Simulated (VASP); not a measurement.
# SrLi8Nb7O23 (a cell with a defect) in VASP: relaxation of the atoms with PBE

Aim: the relaxation of the atoms of SrLi8Nb7O23 (a cell with a defect) with PBE.

Everything below comes from runs of VASP 6.6.1. Logs are shortened: lines on timing, memory, paths and dates and some standing lists are left out, and cuts for length are marked.

### 1 The cell of the first run

The cell holds a defect, 39 atoms: a = 5.550 Å, b = 11.101 Å, c = 11.101 Å, α = 55.75°, β = 55.75°, γ = 55.75°.

### 2 Relaxation of the atoms, PBE, collinear spin

INCAR

```
SYSTEM = SrLi8Nb7O23
PREC = Accurate
ENCUT = 520
EDIFF = 1E-6
ISMEAR = 0
SIGMA = 0.01
LREAL = Auto
LASPH = .True.
NELM = 150
ALGO = Normal
ISIF = 2
LWAVE = .False.
LCHARG = .False.
ISPIN = 2
MAGMOM = 0 0 0 0 0 0 0 0 -0.01 0 0 0 0 0 0 0.02 0 0 0 0.01 0 0 0 0.07 0.01 0.56 0 0 0 0 0 0 0.01 0.01 0 0 0.27 0.02 0
LORBIT = 11
NUPDOWN = 1.0
LMAXMIX = 4
GGA = PE
IBRION = 2
NSW = 100
EDIFFG = -0.03
LUSENCCL = .False.
```

KPOINTS

```
Automatic mesh
0
Gamma
  1 1 1
  0.25 0.25 0.25
```

POSCAR

```
SrLi8Nb7O23
1.0
    2.5949501400      1.4981951600      4.6722232500
   -5.1899002700      2.9963903200      9.3444465000
    0.0000000000     -5.9927806400      9.3444465000
Li Nb O Sr
8 7 23 1
Direct
    0.7183582900      0.3591791400      0.3591791400
    0.2183582900      0.1091791400      0.1091791400
    0.7183582900      0.3591791400      0.8591791400
    0.2183582900      0.1091791400      0.6091791400
    0.7183582900      0.8591791400      0.3591791400
    0.2183582900      0.6091791400      0.1091791400
    0.7183582900      0.8591791400      0.8591791400
    0.2183582900      0.6091791400      0.6091791400
    0.9994820100      0.4997410100      0.4997410100
    0.4994820100      0.2497410100      0.2497410100
    0.9994820100      0.4997410100      0.9997410100
    0.9994820100      0.9997410100      0.4997410100
    0.4994820100      0.7497410100      0.2497410100
    0.9994820100      0.9997410100      0.9997410100
    0.4994820100      0.7497410100      0.7497410100
    0.2789058900      0.3209637500      0.4447556600
    0.6419275000      0.4447556600      0.1394529400
    0.8895113200      0.1394529400      0.3209637500
    0.3895113200      0.0709637500      0.3894529400
    0.7789058900      0.1947556600      0.0709637500
    0.1419275000      0.3894529400      0.1947556600
    0.2789058900      0.3209637500      0.9447556600
    0.6419275000      0.4447556600      0.6394529400
    0.8895113200      0.1394529400      0.8209637500
    0.7789058900      0.1947556600      0.5709637500
    0.1419275000      0.3894529400      0.6947556600
    0.2789058900      0.8209637500      0.4447556600
    0.6419275000      0.9447556600      0.1394529400
    0.8895113200      0.6394529400      0.3209637500
    0.3895113200      0.5709637500      0.3894529400
    0.7789058900      0.6947556600      0.0709637500
    0.1419275000      0.8894529400      0.1947556600
    0.2789058900      0.8209637500      0.9447556600
    0.6419275000      0.9447556600      0.6394529400
    0.8895113200      0.6394529400      0.8209637500
    0.3895113200      0.5709637500      0.8894529400
    0.7789058900      0.6947556600      0.5709637500
    0.1419275000      0.8894529400      0.6947556600
    0.4994820100      0.2497410100      0.7497410100
```

Potentials or basis: VASP PAW PBE potentials, release 64 (Li_sv, Nb_sv, O, Sr_sv).

Launch:

```bash
> cat potpaw_PBE.64/Li_sv/POTCAR potpaw_PBE.64/Nb_sv/POTCAR potpaw_PBE.64/O/POTCAR potpaw_PBE.64/Sr_sv/POTCAR > POTCAR
> mpirun -np 1 vasp_std > vasp.out
```

OUTCAR:

```text
SYSTEM = SrLi8Nb7O23
   PREC = Accurate
   ENCUT = 520
   EDIFF = 1E-6
   ISMEAR = 0
   LREAL = Auto
   LASPH = .True.
   NELM = 150
   ISIF = 2
   ISPIN = 2
   LORBIT = 11
   NUPDOWN = 1.0
   GGA = PE
   IBRION = 2
   NSW = 100
   EDIFFG = -0.03

 ion  position               nearest neighbor table
   1  0.718  0.359  0.359-  21 2.08  25 2.08  30 2.08  16 2.27  18 2.27  17 2.27  39 3.40
   2  0.218  0.109  0.109-  28 2.08  22 2.08  18 2.08  20 2.27  32 2.27  39 3.08
   3  0.718  0.359  0.859-  26 2.08  20 2.08  36 2.08  22 2.27  24 2.27  23 2.27  39 3.07  39 3.40

   4  0.218  0.109  0.609-  34 2.08  16 2.08  24 2.08  25 2.27  19 2.27  38 2.27  39 3.08
   5  0.718  0.859  0.359-  32 2.08  37 2.08  19 2.08  27 2.27  29 2.27  28 2.27
   6  0.218  0.609  0.109-  17 2.08  33 2.08  29 2.08  31 2.27  36 2.27  21 2.27
   7  0.718  0.859  0.859-  38 2.08  31 2.08  33 2.27  35 2.27  34 2.27  39 3.40
   8  0.218  0.609  0.609-  23 2.08  27 2.08  35 2.08  37 2.27  30 2.27  26 2.27  39 3.08
   9  0.999  0.500  0.500-  23 1.88  29 1.88  16 1.88  37 2.16  26 2.16  30 2.16  39 3.80  39 3.80
[... 28 lines left out ...]
  37  0.779  0.695  0.571-  15 1.88   5 2.08   9 2.16   8 2.27
  38  0.142  0.889  0.695-  15 1.88   7 2.08  12 2.16   4 2.27
  39  0.499  0.250  0.750-  26 1.88  25 1.88  22 2.16  23 2.16  24 2.16   3 3.07   8 3.08   2 3.08
                             4 3.08   3 3.40   7 3.40   1 3.40   9 3.80  14 3.80  14 3.80   9 3.80

  LATTYP: Found a base centered monoclinic cell.
 ALAT       =    15.1977748256
 B/A-ratio  =     0.6829815986
 C/A-ratio  =     0.3652177898
 COS(beta)  =    -0.0918250328

  Lattice vectors:

 A1 = (   7.7848504100,  -1.4981951600,  -4.6722232500)
 A2 = (   2.5949501400,   7.4909758000,  -4.6722232500)
 A3 = (   2.5949501400,   1.4981951600,   4.6722232500)

Analysis of symmetry for initial positions (statically):
=====================================================================
 Subroutine PRICEL returns:
 Original cell was already a primitive cell.

 Routine SETGRP: Setting up the symmetry group for a
 base centered monoclinic supercell.

 Subroutine GETGRP returns: Found  1 space group operations
 (whereof  1 operations were pure point group operations)
 out of a pool of  4 trial point group operations.

The static configuration has the point symmetry C_1 .

Analysis of symmetry for dynamics (positions and initial velocities):
=====================================================================
 Subroutine PRICEL returns:
 Original cell was already a primitive cell.

 Routine SETGRP: Setting up the symmetry group for a
 base centered monoclinic supercell.

 Subroutine GETGRP returns: Found  1 space group operations
 (whereof  1 operations were pure point group operations)
 out of a pool of  4 trial point group operations.

The dynamic configuration has the point symmetry C_1 .

Analysis of structural, dynamic, and magnetic symmetry:
=====================================================================
 Subroutine PRICEL returns:
 Original cell was already a primitive cell.

 Routine SETGRP: Setting up the symmetry group for a
 base centered monoclinic supercell.

 Subroutine GETGRP returns: Found  1 space group operations
 (whereof  1 operations were pure point group operations)
 out of a pool of  4 trial point group operations.

The overall configuration has the point symmetry C_1 .

 Subroutine INISYM returns: Found  1 space group operations
 (whereof  1 operations are pure point group operations),
 and found     1 'primitive' translations

----------------------------------------------------------------------------------------

                                     Primitive cell

  volume of cell :     435.9455

  direct lattice vectors                    reciprocal lattice vectors
     2.594950140  1.498195160  4.672223250     0.192681930  0.111244964  0.071343623
    -5.189900270  2.996390320  9.344446500    -0.096340965  0.055622482  0.035671811
     0.000000000 -5.992780640  9.344446500     0.000000000 -0.111244964  0.035671811

  length of vectors
[... 132 lines left out ...]
   EDIFF  = 0.1E-05   stopping-criterion for ELM
   LREAL  =      T    real-space projection
   EDIFFG = -.3E-01   stopping-criterion for IOM
   NSW    =    100    number of steps for IOM
   IBRION =      2    ionic relax: 0-MD 1-quasi-New 2-CG
   NFREE  =      1    steps in history (QN), initial steepest desc. (CG)
   ISIF   =      2    stress and relaxation
   ISYM   =      2    0-nonsym 1-usesym 2-fastsym
   POTIM  = 0.5000    time-step for ionic-motion
   TEBEG  =    0.0;   TEEND  =   0.0 temperature during run
   PSTRESS=    0.0 pullay stress
   NELECT =     263.0000    total number of electrons
   NUPDOWN=       1.0000    fix difference up-down
   EMIN   =  10.00;   EMAX   =-10.00  energy-range for DOS
   EFERMI =   0.00;   METHOD = LEGACY
   ISMEAR =     0;   SIGMA  =   0.01  broadening in eV -4-tet -1-fermi 0-gaus
   EFERMI_NEDOS =   21; number of points for ismear=-14 and -15
   IALGO  =     38    algorithm
   IMIX   =      4    mixing-type and parameters
     AMIX     =   0.40;   BMIX     =  1.00
     AMIX_MAG =   1.60;   BMIX_MAG =  1.00
  volume/ion in A,a.u.               =      11.18        75.43
  Fermi-wavevector in a.u.,A,eV,Ry     =   1.383299  2.614056 26.034960  1.913516
  Thomas-Fermi vector in A             =   2.507910
   LORBIT       =     11    0 simple, 1 ext, 2 COOP (PROOUT), +10 PAW based schemes
   GGA     = PE    functional components
   LHFCALC =     F    Hartree Fock is set to
   AEXX    =    0.0000 exact exchange contribution
   IVDW    =     0    specifies the selected vdW correction
   LEPSILON=     F    determine dielectric tensor
   LRPA    =     F    only Hartree local field effects (RPA)
 conjugate gradient relaxation of ions
 spin polarized calculation
 Gauss-broadening in eV      SIGMA  =   0.01
  energy-cutoff  :      520.00
  volume of cell :      435.95
 maximum number of plane-waves:     11741
 NGX is ok and might be reduce to    42
   NGX = 21   NGY = 41   NGZ = 41

--------------------------------------- Ionic step        1  -------------------------------------------

 number of electron     262.9999995 magnetization       1.0000013

 Free energy of the ion-electron system (eV)
  ---------------------------------------------------
  ext. energy  EPLUGINS =         0.00000000
  ---------------------------------------------------
  free energy    TOTEN  =      -294.24645091 eV

  energy without entropy =     -294.24645091  energy(sigma->0) =     -294.24645091

------------------------ aborting loop because EDIFF is reached ----------------------------------------

  FORCE on cell =-STRESS in cart. coord.  units (eV):
  Direction    XX          YY          ZZ          XY          YZ          ZX
  --------------------------------------------------------------------------------------
  -------------------------------------------------------------------------------------
  Total       19.7796848     10.4892649     14.8304101      4.5410892     -5.5771032      3.4456574
  in kB       72.6938573     38.5499128     54.5043933     16.6893100    -20.4968456     12.6634035
  external PRESSURE =      55.2493878 kB  Pullay stress =       0.0000000 kB
[... 200 lines left out ...]
  FREE ENERGIE OF THE ION-ELECTRON SYSTEM (eV)
  ---------------------------------------------------
  free  energy   TOTEN  =      -297.8426365036 eV

  energy  without entropy=     -297.8426365036  energy(sigma->0) =     -297.84263650

[... ionic steps 4 to 49 ...]

--------------------------------------- Ionic step       50  -------------------------------------------

 number of electron     262.9999979 magnetization       0.9999999

------------------------ aborting loop because EDIFF is reached ----------------------------------------
[... 141 lines left out ...]
--------------------------------------- Ionic step       52  -------------------------------------------

 number of electron     262.9999979 magnetization       1.0000000

 Free energy of the ion-electron system (eV)
  ---------------------------------------------------
  ext. energy  EPLUGINS =         0.00000000
  ---------------------------------------------------
  free energy    TOTEN  =      -300.34022312 eV

  energy without entropy =     -300.34022312  energy(sigma->0) =     -300.34022312

 E-fermi :   3.2057     XC(G=0): -10.5082

 val. band max:        3.1246257616   @ k =   0.2500   0.2500   0.2500
 cond. band min:       3.9502811775   @ k =   0.2500   0.2500   0.2500
 fundamental gap:      0.8256554159
 Fermi energy:         3.2057350447

 spin component 1

 k-point     1 :       0.2500    0.2500    0.2500
  band No.  band energies     occupation
      1     -51.3114      1.00000
      2     -51.2367      1.00000
      3     -51.1513      1.00000
      4     -51.1117      1.00000
      5     -51.0240      1.00000
      6     -50.9899      1.00000
[... 135 lines left out ...]
    142       7.5506      0.00000
    143       7.7456      0.00000
 Fermi energy:         3.2057350447

 spin component 2

 k-point     1 :       0.2500    0.2500    0.2500
  band No.  band energies     occupation
      1     -51.3179      1.00000
      2     -51.2368      1.00000
      3     -51.1519      1.00000
      4     -51.1115      1.00000
      5     -51.0246      1.00000
      6     -50.9907      1.00000
[... 135 lines left out ...]
    142       7.5618      0.00000
    143       7.7640      0.00000
 [bands above 143 left out]

------------------------ aborting loop because EDIFF is reached ----------------------------------------

  FORCE on cell =-STRESS in cart. coord.  units (eV):
  Direction    XX          YY          ZZ          XY          YZ          ZX
  --------------------------------------------------------------------------------------
  -------------------------------------------------------------------------------------
  Total        6.4733141      8.3428408      7.0794125      1.5181173      1.2474756     -0.6459266
  in kB       23.7905798     30.6614229     26.0180991      5.5793509      4.5846944     -2.3738952
  external PRESSURE =      26.8233672 kB  Pullay stress =       0.0000000 kB
[... 54 lines left out ...]
  FREE ENERGIE OF THE ION-ELECTRON SYSTEM (eV)
  ---------------------------------------------------
  free  energy   TOTEN  =      -300.3402231224 eV

  energy  without entropy=     -300.3402231224  energy(sigma->0) =     -300.34022312

 reached required accuracy - stopping structural energy minimisation

 total charge

# of ion       s       p       d       tot
------------------------------------------
    1        2.013   0.047   0.000   2.060
    2        2.023   0.060   0.000   2.083
    3        2.017   0.051   0.000   2.068
    4        2.014   0.046   0.000   2.060
    5        2.018   0.052   0.000   2.069
    6        2.014   0.047   0.000   2.062
[... 31 lines left out ...]
   38        1.569   3.493   0.000   5.062
   39        2.009   5.802   0.258   8.069
--------------------------------------------------
tot         69.800 129.329  15.192 214.321

 magnetization (x)

# of ion       s       p       d       tot
------------------------------------------
    1       -0.000  -0.000   0.000  -0.000
    2       -0.000  -0.000   0.000  -0.000
    3       -0.000  -0.001   0.000  -0.001
    4       -0.000  -0.000   0.000  -0.000
    5        0.001   0.001   0.000   0.002
    6        0.000   0.000   0.000   0.000
[... 31 lines left out ...]
   38        0.000   0.021   0.000   0.021
   39        0.001   0.003   0.004   0.008
--------------------------------------------------
tot          0.016   0.850  -0.030   0.837
```

It took 57 min on 1 × NVIDIA H100 80GB with 1 thread of AMD EPYC 7R13 (Zen 3), shared host; peak memory 1.7 GiB.

What came out:

```yaml
Free_energy: -300.3402 eV
Energy_gained_by_relaxing: 156.3 meV/atom
Ionic_steps: 52
Largest_force_after_relaxing: 0.023 eV/Å
Net_moment: 1.00 μB per cell
Site_moments: Li -0.00, +0.00 (each value once); Nb -0.02, -0.00, +0.00, -0.01 (each value once); O +0.02, +0.00, +0.01, +0.05, +0.48, -0.00, +0.25 (each value once); Sr +0.01 μB
Valence_electrons_inside_the_program's_atomic_spheres: Li 2.06, 2.08, 2.07 (each value once); Nb 10.53, 10.43, 10.48, 10.47, 10.45, 10.61, 10.42; O 5.06, 5.07, 5.10, 5.05, 5.02, 5.08, 4.95, 5.01 (each value once); Sr 8.07
```

Forces on the atoms (eV/Å):
```
Li   0.003  0.001  0.003
Li   0.005  0.000  0.012
Li   0.007  0.004 -0.003
Li  -0.009  0.002  0.003
Li   0.007 -0.002  0.001
Li  -0.002 -0.005  0.004
Li   0.005 -0.009 -0.004
Li   0.004 -0.003 -0.002
Nb   0.005 -0.001 -0.001
Nb   0.012 -0.007  0.000
Nb   0.011  0.007 -0.006
Nb  -0.003  0.010 -0.001
Nb  -0.002  0.007  0.002
Nb   0.003 -0.014 -0.018
Nb  -0.014  0.012  0.001
O   -0.003  0.006 -0.005
O   -0.007 -0.004  0.001
O    0.006 -0.002  0.006
O    0.003  0.008 -0.001
O    0.002  0.000  0.000
O    0.005 -0.002 -0.002
O   -0.016  0.000  0.011
O   -0.008 -0.001 -0.008
O   -0.003 -0.005 -0.002
O    0.005  0.000 -0.013
O   -0.002 -0.004 -0.003
O    0.004 -0.005  0.000
O   -0.001 -0.001  0.008
O    0.004 -0.010  0.000
O    0.002  0.001  0.005
O   -0.012 -0.009  0.005
O   -0.004  0.003  0.001
O   -0.014  0.014 -0.007
O    0.001  0.007  0.015
O   -0.010  0.015 -0.010
O    0.004 -0.005  0.005
O    0.000 -0.004 -0.002
O    0.000  0.002  0.000
Sr   0.012 -0.005  0.006
```

Step by step:
| step | energy change (eV) | largest force (eV/Å) | pressure (GPa) |
| --- | --- | --- | --- |
| 1 | 0.0000 | 8.7894 | 5.52 |
| 3 | -3.5962 | 4.4729 | 6.71 |
| 5 | -4.6642 | 2.2433 | 4.01 |
| 7 | -5.2631 | 1.6762 | 2.51 |
| 9 | -5.4858 | 1.1446 | 2.49 |
| 11 | -5.6359 | 1.1749 | 2.37 |
| 13 | -5.7145 | 0.6662 | 2.31 |
| 15 | -5.7945 | 0.4874 | 2.24 |
| 17 | -5.8601 | 0.4091 | 2.26 |
| 19 | -5.9041 | 0.4461 | 2.32 |
| 21 | -5.9454 | 0.6913 | 2.44 |
| 23 | -5.9771 | 0.3473 | 2.54 |
| 25 | -6.0043 | 0.3148 | 2.62 |
| 27 | -6.0321 | 0.3668 | 2.69 |
| 29 | -6.0497 | 0.2492 | 2.70 |
| 31 | -6.0627 | 0.2335 | 2.85 |
| 33 | -6.0740 | 0.1795 | 2.85 |
| 35 | -6.0802 | 0.1640 | 2.84 |
| 37 | -6.0853 | 0.1431 | 2.71 |
| 39 | -6.0878 | 0.1354 | 2.69 |
| 41 | -6.0900 | 0.0748 | 2.65 |
| 43 | -6.0913 | 0.0824 | 2.71 |
| 45 | -6.0922 | 0.0486 | 2.75 |
| 47 | -6.0927 | 0.0572 | 2.73 |
| 49 | -6.0932 | 0.0411 | 2.71 |
| 51 | -6.0935 | 0.0392 | 2.69 |
| 52 | -6.0938 | 0.0231 | 2.68 |

Final structure:
```
Li Nb O Sr
1.0
     2.59495    1.49820    4.67222
    -5.18990    2.99639    9.34445
     0.00000   -5.99278    9.34445
Li Nb O Sr
8 7 23 1
Direct
  0.71281 0.35453 0.36653
  0.18152 0.12415 0.13170
  0.69018 0.36072 0.87268
  0.22922 0.10756 0.61185
  0.71518 0.84780 0.37422
  0.21400 0.60781 0.11349
  0.78897 0.81910 0.85049
  0.20228 0.61573 0.60332
  0.97028 0.49908 0.49704
  0.50197 0.24573 0.25279
  0.99317 0.49564 0.01261
  0.99544 0.00955 0.50172
  0.49112 0.74789 0.25408
  0.97676 0.99189 0.01567
  0.50357 0.74455 0.76251
  0.27880 0.31660 0.44882
  0.63554 0.44230 0.14367
  0.87396 0.13967 0.32460
  0.42447 0.05902 0.37574
  0.80405 0.19378 0.06858
  0.13428 0.38853 0.20483
  0.28790 0.31682 0.96783
  0.61188 0.46055 0.61214
  0.04729 0.13914 0.81333
  0.85152 0.18255 0.54611
  0.02778 0.43658 0.68899
  0.29477 0.82952 0.42361
  0.60564 0.97540 0.08362
  0.87898 0.65936 0.30650
  0.38078 0.57565 0.37844
  0.78082 0.69446 0.06926
  0.12731 0.89459 0.18669
  0.28514 0.81853 0.94818
  0.65548 0.93743 0.64851
  0.89952 0.63284 0.82423
  0.38593 0.57077 0.89802
  0.78101 0.69207 0.57410
  0.15886 0.88343 0.69607
  0.45783 0.23047 0.77071
```

Caveat: the k points lie up to 1.14 Å⁻¹ apart, too coarse for converged energies, forces and pressures; the cutoff is under 1.25 times the usual one of these potentials, so pressure, stress and relaxed cells hold a basis-set (Pulay) error; the total moment is fixed, so each spin has its own Fermi level and the state may be an excited one.
